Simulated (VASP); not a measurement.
Input of a VASP 6.6.1 run:

The input INCAR:

```
SYSTEM = SnSe
PREC = Accurate
ENCUT = 500
EDIFF = 1E-6
ISMEAR = 0
SIGMA = 0.01
LREAL = .FALSE.
LASPH = .TRUE.
NELM = 120
ALGO = Normal
ISIF = 2
LWAVE = .FALSE.
LCHARG = .FALSE.
GGA = PS
ISYM = 0
NBANDS = 17
GGA_COMPAT = .FALSE.
```

The input KPOINTS:

```
Automatic mesh
0
G
  6 6 6
  0 0 0
```

File POSCAR:

```
SnSe
1.0
    0.0000000000      2.9848894956      2.9848894956
    2.9848894956      0.0000000000      2.9848894956
    2.9848894956      2.9848894956      0.0000000000
Sn Se
1 1
Direct
    0.0000000000      0.0000000000      0.0000000000
    0.5000000000      0.5000000000      0.5000000000
```

Potentials or basis: VASP PAW PBE potentials, release 64 (Sn_d, Se).

Command:

```sh
$ cat potpaw_PBE.64/Sn_d/POTCAR potpaw_PBE.64/Se/POTCAR > POTCAR
$ mpirun -np 1 vasp_std > vasp.out
```

(1) Predict the band gap on the k mesh.

(2) Estimate the pressure.

Answers

(1) 0.76 eV.

(2) -1.0 GPa.

Caveat: the PAW data sets were made with another functional, which shifts forces and pressure a little; spin-orbit coupling is left out, which moves the levels of the heavy elements.
